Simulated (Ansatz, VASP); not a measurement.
**Two plane-wave programs on Si2Mo**

```
Si Mo
1.0
    -1.60842    1.60842    3.93651
     1.60842   -1.60842    3.93651
     1.60842    1.60842   -3.93651
Si Mo
2 1
Direct
  0.33510 0.33510 0.00000
  0.66490 0.66490 0.00000
  0.00000 0.00000 0.00000
```

Alike in both runs: functional PBE; k mesh 18 × 18 × 18; occupations gaussian, width 0.1 eV; no spin polarisation.

Ansatz relaxed the structure, and its values are those at the end. VASP's run is a single point on that final structure, the one shown.

```csv
,VASP,Ansatz
version,VASP 6.6.1,Ansatz 0.2.0
potentials or method,"VASP PAW PBE potentials, release 64 (Si, Mo_sv), cutoff 520 eV","scalar-relativistic, plane waves, PAW"
valence electrons in the cell,22,22
```

VASP gave:

| Item | Value |
| --- | --- |
| gap on the k mesh at the Fermi level (eV) | none |
| pressure (GPa) | 0.2 |

**Question.** Estimate Ansatz's values.

**Answer.** gap on the k mesh at the Fermi level (eV): none; pressure (GPa): 0.0.

A gap of «none» marks a metal or a gap that the smearing closes. The functional is the same, so the differences come from potentials, cutoffs and numerics.
